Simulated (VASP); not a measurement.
# BAs (Pmmm) in VASP: settings compared

BAs is run at these levels: LDA, PBEsol; tasks: single point.

Program: VASP 6.6.1. These are calculated values, not measurements. Logs are shortened: lines on timing, memory, paths and dates and some standing lists are left out, and cuts for length are marked.

### 1 The cell of the first run

Symmetry: Pmmm, No. 47, orthorhombic system. The conventional cell has a = 2.550 Å, b = 3.101 Å, c = 3.115 Å, α = 90.00°, β = 90.00°, γ = 90.00°. Within 2.9 Å of B (site symmetry mmm) lie 4 As at 2.20 Å and 2 B at 2.55 Å. Within 2.9 Å of As (site symmetry mmm) lie 4 B at 2.20 Å and 2 As at 2.55 Å.

### 2 Single point, LDA

The input, INCAR:

```
PREC = Accurate ; ENCUT = 520
EDIFF = 1E-6 ; ISMEAR = -1
SIGMA = 0.05 ; LREAL = False
LASPH = True ; NELM = 60
ALGO = Normal ; ISIF = 2
LWAVE = False ; LCHARG = False
GGA = CA ; NBANDS = 11
```

The input, KPOINTS:

```
Automatic mesh
0
Gamma
  12 8 6
```

The input, POSCAR:

```
BAs
1.0
    3.1009301269      0.0000000000      0.0000000000
    0.0000000000      2.5504651375      0.0000000000
    0.0000000000      0.0000000000      3.1148250342
B As
1 1
Direct
    0.0000000000      0.5000000000      0.0000000000
    0.5000000000      0.5000000000      0.5000000000
```

Potentials or basis: VASP PAW LDA potentials, release 64 (B, As).

Run with:

```
cat potpaw_LDA.64/B/POTCAR potpaw_LDA.64/As/POTCAR > POTCAR
mpirun -np 1 vasp_std > vasp.out
```

OUTCAR:

```text
PREC = Accurate
   ENCUT = 520
   EDIFF = 1E-6
   ISMEAR = -1
   LREAL = False
   LASPH = True
   NELM = 60
   ISIF = 2
   GGA = CA

 ion  position               nearest neighbor table
   1  0.000  0.500  0.000-   2 2.20   2 2.20   2 2.20   2 2.20
   2  0.500  0.500  0.500-   1 2.20   1 2.20   1 2.20   1 2.20

  LATTYP: Found a simple orthorhombic cell.
 ALAT       =     2.5504651375
 B/A-ratio  =     1.2158292546
 C/A-ratio  =     1.2212772441

  Lattice vectors:

 A1 = (   0.0000000000,  -2.5504651375,   0.0000000000)
 A2 = (   3.1009301269,   0.0000000000,   0.0000000000)
 A3 = (   0.0000000000,   0.0000000000,   3.1148250342)

Analysis of symmetry for initial positions (statically):
=====================================================================
 Subroutine PRICEL returns:
 Original cell was already a primitive cell.

 Routine SETGRP: Setting up the symmetry group for a
 simple orthorhombic supercell.

 Subroutine GETGRP returns: Found  8 space group operations
 (whereof  8 operations were pure point group operations)
 out of a pool of  8 trial point group operations.

The static configuration has the point symmetry D_2h.

Analysis of symmetry for dynamics (positions and initial velocities):
=====================================================================
 Subroutine PRICEL returns:
 Original cell was already a primitive cell.

 Routine SETGRP: Setting up the symmetry group for a
 simple orthorhombic supercell.

 Subroutine GETGRP returns: Found  8 space group operations
 (whereof  8 operations were pure point group operations)
 out of a pool of  8 trial point group operations.

The dynamic configuration has the point symmetry D_2h.

 Subroutine INISYM returns: Found  8 space group operations
 (whereof  8 operations are pure point group operations),
 and found     1 'primitive' translations

----------------------------------------------------------------------------------------

                                     Primitive cell

  volume of cell :      24.6346

  direct lattice vectors                    reciprocal lattice vectors
     3.100930127  0.000000000  0.000000000     0.322483887  0.000000000  0.000000000
     0.000000000  2.550465137  0.000000000     0.000000000  0.392085344  0.000000000
     0.000000000  0.000000000  3.114825034     0.000000000  0.000000000  0.321045320

  length of vectors
     3.100930127  2.550465137  3.114825034     0.322483887  0.392085344  0.321045320

  position of ions in fractional coordinates (direct lattice)
     0.000000000  0.500000000  0.000000000
     0.500000000  0.500000000  0.500000000

  ion indices of the primitive-cell ions
   primitive index   ion index
                 1           1
                 2           2

----------------------------------------------------------------------------------------

 KPOINTS: Automatic mesh

Automatic generation of k-mesh.
 Grid dimensions read from file:
 generate k-points for:   12    8    6

 Generating k-lattice:

  Cartesian coordinates                     Fractional coordinates (reciprocal lattice)
     0.026873657  0.000000000  0.000000000     0.083333333  0.000000000  0.000000000
     0.000000000  0.049010668  0.000000000     0.000000000  0.125000000  0.000000000
     0.000000000  0.000000000  0.053507553     0.000000000  0.000000000  0.166666667

  Length of vectors
     0.026873657  0.049010668  0.053507553

  Shift w.r.t. Gamma in fractional coordinates (k-lattice)
     0.000000000  0.000000000  0.000000000

 Subroutine IBZKPT returns following result:
 ===========================================

 Found    140 irreducible k-points:

 Following reciprocal coordinates:
            Coordinates               Weight
  0.000000  0.000000  0.000000      1.000000
  0.083333  0.000000  0.000000      2.000000
  0.166667  0.000000  0.000000      2.000000
  0.250000  0.000000  0.000000      2.000000
  0.333333  0.000000  0.000000      2.000000
  0.416667  0.000000  0.000000      2.000000
[... 16 lines left out ...]
  0.083333  0.375000  0.000000      4.000000
  0.166667  0.375000  0.000000      4.000000
 [... further k-points ...]
   k-points           NKPTS =    140   k-points in BZ     NKDIM =    140   number of bands    NBANDS=     11
   number of dos      NEDOS =    301   number of ions     NIONS =      2
   total plane-waves  NPLWV =  11520
   dimension x,y,z NGX =    24 NGY =   20 NGZ =   24
   dimension x,y,z NGXF=    48 NGYF=   40 NGZF=   48
   ions per type =               1   1
   NGX,Y,Z   is equivalent  to a cutoff of  12.87, 13.04, 12.81 a.u.
   NGXF,Y,Z  is equivalent  to a cutoff of  25.73, 26.07, 25.62 a.u.
 SYSTEM =  unknown system
   PREC   = accura    normal or accurate (medium, high low for compatibility)
   ISTART =      0    job   : 0-new  1-cont  2-samecut
   ICHARG =      2    charge: 1-file 2-atom 10-const
   ISPIN  =      1    spin polarized calculation?
   LNONCOLLINEAR =      F non collinear calculations
   LSORBIT =      F    spin-orbit coupling
   LASPH  =      T    aspherical Exc in radial PAW
   ENCUT  =  520.0 eV  38.22 Ry    6.18 a.u.   5.77  4.74  5.79*2*pi/ulx,y,z
   NELM   =     60;   NELMIN=  2; NELMDL= -5     # of ELM steps
   EDIFF  = 0.1E-05   stopping-criterion for ELM
   LREAL  =      F    real-space projection
   EDIFFG = 0.1E-04   stopping-criterion for IOM
   NSW    =      0    number of steps for IOM
   IBRION =     -1    ionic relax: 0-MD 1-quasi-New 2-CG
   NFREE  =      0    steps in history (QN), initial steepest desc. (CG)
   ISIF   =      2    stress and relaxation
   ISYM   =      2    0-nonsym 1-usesym 2-fastsym
   POTIM  = 0.5000    time-step for ionic-motion
   TEBEG  =    0.0;   TEEND  =   0.0 temperature during run
   PSTRESS=    0.0 pullay stress
   NELECT =       8.0000    total number of electrons
   NUPDOWN=      -1.0000    fix difference up-down
   EMIN   =  10.00;   EMAX   =-10.00  energy-range for DOS
   EFERMI =   0.00;   METHOD = LEGACY
   ISMEAR =    -1;   SIGMA  =   0.05  broadening in eV -4-tet -1-fermi 0-gaus
   EFERMI_NEDOS =   21; number of points for ismear=-14 and -15
   IALGO  =     38    algorithm
   IMIX   =      4    mixing-type and parameters
     AMIX     =   0.40;   BMIX     =  1.00
     AMIX_MAG =   1.60;   BMIX_MAG =  1.00
  volume/ion in A,a.u.               =      12.32        83.12
  Fermi-wavevector in a.u.,A,eV,Ry     =   1.125269  2.126451 17.228120  1.266231
  Thomas-Fermi vector in A             =   2.261946
   LORBIT       =      0    0 simple, 1 ext, 2 COOP (PROOUT), +10 PAW based schemes
   GGA     = CA    functional components
   LHFCALC =     F    Hartree Fock is set to
   AEXX    =    0.0000 exact exchange contribution
   IVDW    =     0    specifies the selected vdW correction
   LEPSILON=     F    determine dielectric tensor
   LRPA    =     F    only Hartree local field effects (RPA)
 non-spin polarized calculation
  energy-cutoff  :      520.00
  volume of cell :       24.63
 maximum number of plane-waves:       680
 NGX is ok and might be reduce to    24
   NGX = 11   NGY =  9   NGZ = 11

 number of electron       8.0000000 magnetization

 Free energy of the ion-electron system (eV)
  ---------------------------------------------------
  ext. energy  EPLUGINS =         0.00000000
  ---------------------------------------------------
  free energy    TOTEN  =       -10.85020205 eV

  energy without entropy =      -10.84434777  energy(sigma->0) =      -10.84727491

 E-fermi :   7.4569     XC(G=0): -11.4615

 val. band max:        7.3924468735   @ k =   0.2500   0.5000   0.0000
 cond. band min:       7.4649231917   @ k =   0.4167   0.3750   0.5000
 fundamental gap:      0.0724763182
 Fermi energy:         7.4569112665

 k-point     1 :       0.0000    0.0000    0.0000
  band No.  band energies     occupation
      1      -8.8396      2.00000
      2       4.1696      2.00000
      3       4.2735      2.00000
      4       6.1150      2.00000
      5      10.8109      0.00000
      6      11.7342      0.00000
      7      16.7227      0.00000
      8      16.7556      0.00000
      9      17.2568      0.00000
     10      18.5108      0.00000
     11      22.5534      0.00000

 k-point     2 :       0.0833    0.0000    0.0000
  band No.  band energies     occupation
      1      -8.7480      2.00000
      2       3.2220      2.00000
      3       4.2808      2.00000
      4       6.8590      1.99999
      5      10.9023      0.00000
      6      12.2757      0.00000
      7      15.9817      0.00000
      8      16.2115      0.00000
      9      17.6280      0.00000
     10      18.3298      0.00000
     11      23.4405      0.00000

 k-point     3 :       0.1667    0.0000    0.0000
  band No.  band energies     occupation
      1      -8.4767      2.00000
      2       1.5417      2.00000
      3       4.6136      2.00000
      4       7.7361      0.00748
      5      11.1739      0.00000
      6      13.6931      0.00000
      7      14.3915      0.00000
      8      15.4497      0.00000
      9      17.8119      0.00000
     10      18.1376      0.00000
     11      25.3416      0.00000

 k-point     4 :       0.2500    0.0000    0.0000
  band No.  band energies     occupation
      1      -8.0390      2.00000
      2      -0.1189      2.00000
      3       5.1656      2.00000
      4       8.4232      0.00000
      5      11.6168      0.00000
      6      12.6553      0.00000
      7      14.0624      0.00000
      8      16.2463      0.00000
      9      17.0333      0.00000
     10      18.7249      0.00000
     11      26.0969      0.00000
[... 239 lines left out ...]
 k-point    22 :       0.0000    0.3750    0.0000
  band No.  band energies     occupation
      1      -6.1066      2.00000
      2       0.8548      2.00000
      3       5.9747      2.00000
      4       6.0744      2.00000
      5       8.2496      0.00000
      6      12.5231      0.00000
      7      14.3497      0.00000
      8      17.4467      0.00000
      9      17.5109      0.00000
     10      18.9812      0.00000
     11      18.9990      0.00000

 k-point    23 :       0.0833    0.3750    0.0000
  band No.  band energies     occupation
      1      -6.0161      2.00000
      2       0.9502      2.00000
      3       5.2789      2.00000
      4       6.0855      2.00000
      5       8.5499      0.00000
      6      12.3899      0.00000
      7      14.8108      0.00000
      8      17.2100      0.00000
      9      17.3971      0.00000
     10      18.5629      0.00000
     11      18.6864      0.00000

 k-point    24 :       0.1667    0.3750    0.0000
  band No.  band energies     occupation
      1      -5.7477      2.00000
      2       1.2336      2.00000
      3       3.7940      2.00000
      4       6.4166      2.00000
      5       8.6018      0.00000
      6      12.1113      0.00000
      7      15.9126      0.00000
      8      16.0433      0.00000
      9      17.4924      0.00000
     10      18.1822      0.00000
     11      18.4603      0.00000

 [... further k-points ...]

------------------------ aborting loop because EDIFF is reached ----------------------------------------

  FORCE on cell =-STRESS in cart. coord.  units (eV):
  Direction    XX          YY          ZZ          XY          YZ          ZX
  --------------------------------------------------------------------------------------
  -------------------------------------------------------------------------------------
  Total        0.1375062      0.0904130      0.1388807      0.0000000      0.0000000      0.0000000
  in kB        8.9430927      5.8802605      9.0324912      0.0000000      0.0000000      0.0000000
  external PRESSURE =       7.9519481 kB  Pullay stress =       0.0000000 kB

 VOLUME and BASIS-vectors are now :
 -----------------------------------------------------------------------------
  energy-cutoff  :      520.00
  volume of cell :       24.63
      direct lattice vectors                 reciprocal lattice vectors
     3.100930127  0.000000000  0.000000000     0.322483887  0.000000000  0.000000000
     0.000000000  2.550465137  0.000000000     0.000000000  0.392085344  0.000000000
     0.000000000  0.000000000  3.114825034     0.000000000  0.000000000  0.321045320

 POSITION                                       TOTAL-FORCE (eV/Angst)
 -----------------------------------------------------------------------------------
      0.00000      1.27523      0.00000         0.000000      0.000000      0.000000
      1.55047      1.27523      1.55741         0.000000      0.000000      0.000000
 -----------------------------------------------------------------------------------
    total drift:                               -0.000000     -0.000000     -0.000000

  FREE ENERGIE OF THE ION-ELECTRON SYSTEM (eV)
  ---------------------------------------------------
  free  energy   TOTEN  =       -10.8502020514 eV

  energy  without entropy=      -10.8443477659  energy(sigma->0) =      -10.84727491
```

It took 6.4 s on 1 thread of Intel Xeon 6975P-C (Granite Rapids), shared host; peak memory 0.15 GiB.

What came out:

| Property | Result |
| --- | --- |
| Free energy | -10.8502 eV |
| Pressure | 0.8 GPa |
| Band gap on the k mesh | zero (bands 4 and 5 overlap by 5.23 eV) |

### 3 Single point, PBEsol

This run uses another cell than the first one, of 12.56 Å³/atom.

The input, INCAR:

```
PREC     = Accurate       # precision mode
ENCUT    = 520            # plane-wave cutoff, eV
EDIFF    = 1E-6           # SCF threshold, eV
ISMEAR   = -1             # smearing method
SIGMA    = 0.05           # smearing width, eV
LREAL    = False          # projectors in reciprocal space
LASPH    = True           # aspherical terms in the spheres
NELM     = 80             # most SCF steps
ALGO     = Normal         # electronic algorithm
ISIF     = 2              # what is computed and relaxed
LWAVE    = False          # write WAVECAR
LCHARG   = False          # write CHGCAR
GGA      = PS             # functional
NBANDS   = 11             # bands
```

The input, KPOINTS:

```
regular mesh
0
Gamma
  12 8 6
```

The input, POSCAR:

```
BAs
1.0
    3.1210602621      0.0000000000      0.0000000000
    0.0000000000      2.5666719948      0.0000000000
    0.0000000000      0.0000000000      3.1346488865
B As
1 1
Direct
    0.0000000000      0.5000000000      0.0000000000
    0.5000000000      0.5000000000      0.5000000000
```

Potentials or basis: VASP PAW PBE potentials, release 64 (B, As).

Run with:

```
cat potpaw_PBE.64/B/POTCAR potpaw_PBE.64/As/POTCAR > POTCAR
mpirun -np 1 vasp_std > vasp.out
```

OUTCAR:

```text
PREC = Accurate
   ENCUT = 520
   EDIFF = 1E-6
   ISMEAR = -1
   LREAL = False
   LASPH = True
   NELM = 80
   ISIF = 2
   GGA = PS

 ion  position               nearest neighbor table
   1  0.000  0.500  0.000-   2 2.21   2 2.21   2 2.21   2 2.21
   2  0.500  0.500  0.500-   1 2.21   1 2.21   1 2.21   1 2.21

  LATTYP: Found a simple orthorhombic cell.
 ALAT       =     2.5666719948
 B/A-ratio  =     1.2159949804
 C/A-ratio  =     1.2212892387

  Lattice vectors:
[... 521 lines left out ...]

 [... further k-points ...]

------------------------ aborting loop because EDIFF is reached ----------------------------------------

  FORCE on cell =-STRESS in cart. coord.  units (eV):
  Direction    XX          YY          ZZ          XY          YZ          ZX
  --------------------------------------------------------------------------------------
  -------------------------------------------------------------------------------------
  Total        0.1295059      0.0750592      0.1309687      0.0000000      0.0000000      0.0000000
  in kB        8.2630189      4.7890915      8.3563518      0.0000000      0.0000000      0.0000000
  external PRESSURE =       7.1361541 kB  Pullay stress =       0.0000000 kB

 VOLUME and BASIS-vectors are now :
 -----------------------------------------------------------------------------
  energy-cutoff  :      520.00
  volume of cell :       25.11
      direct lattice vectors                 reciprocal lattice vectors
     3.121060262  0.000000000  0.000000000     0.320403938  0.000000000  0.000000000
     0.000000000  2.566671995  0.000000000     0.000000000  0.389609581  0.000000000
     0.000000000  0.000000000  3.134648886     0.000000000  0.000000000  0.319014995

 POSITION                                       TOTAL-FORCE (eV/Angst)
 -----------------------------------------------------------------------------------
      0.00000      1.28334      0.00000         0.000000      0.000000      0.000000
      1.56053      1.28334      1.56732         0.000000      0.000000      0.000000
 -----------------------------------------------------------------------------------
    total drift:                                0.000000     -0.000000     -0.000000

  FREE ENERGIE OF THE ION-ELECTRON SYSTEM (eV)
  ---------------------------------------------------
  free  energy   TOTEN  =       -10.1953661844 eV

  energy  without entropy=      -10.1893403466  energy(sigma->0) =      -10.19235327
```

stdout:

```text
POSCAR found type information on POSCAR B As
 POSCAR found :  2 types and       2 ions
 scaLAPACK will be used
 -----------------------------------------------------------------------------
|                                                                             |
|                                                                             |
|     You enforced a specific xc type in the INCAR file but a different       |
|     I HOPE YOU KNOW WHAT YOU ARE DOING!                                     |
|                                                                             |
 -----------------------------------------------------------------------------

 LDA part: xc-table for (Slater+PW92), standard interpolation
 POSCAR, INCAR and KPOINTS ok, starting setup
 FFT: planning ... GRIDC
 FFT: planning ... GRID_SOFT
 FFT: planning ... GRID
 WAVECAR not read
 entering main loop
```

It took 6.9 s on 1 thread of Intel Xeon 6975P-C (Granite Rapids), shared host; peak memory 0.16 GiB.

Results:

- Free energy: -10.1954 eV
- Pressure: 0.7 GPa
- Band gap on the k mesh: zero (bands 4 and 5 overlap by 5.34 eV)

Levels at points of the mesh, in eV from the Fermi level:
| k point | band 2 | band 3 | band 4 | band 5 | band 6 | band 7 |
| --- | --- | --- | --- | --- | --- | --- |
| (0.00, 0.00, 0.00) | -3.23 | -3.13 | -1.47 | 3.36 | 4.20 | 9.23 |
| (0.50, 0.00, 0.00) | -10.64 | 0.61 | 0.66 | 2.45 | 4.36 | 5.92 |
| (0.00, 0.50, 0.00) | -8.23 | -1.01 | -0.92 | 1.86 | 3.35 | 7.72 |
| (0.50, 0.50, 0.00) | -7.37 | -5.73 | -3.30 | 2.38 | 3.38 | 5.95 |
| (0.00, 0.00, 0.50) | -10.66 | 0.68 | 0.72 | 2.53 | 4.47 | 5.91 |
| (0.50, 0.00, 0.50) | -7.93 | -7.92 | -6.60 | 6.63 | 8.34 | 11.86 |
| (0.00, 0.50, 0.50) | -7.39 | -5.75 | -3.32 | 2.44 | 3.45 | 6.03 |
| (0.50, 0.50, 0.50) | -5.31 | -5.31 | -4.35 | -3.03 | -1.52 | 3.30 |

Caveat: the PAW data sets were made with another functional, which shifts forces and pressure a little.
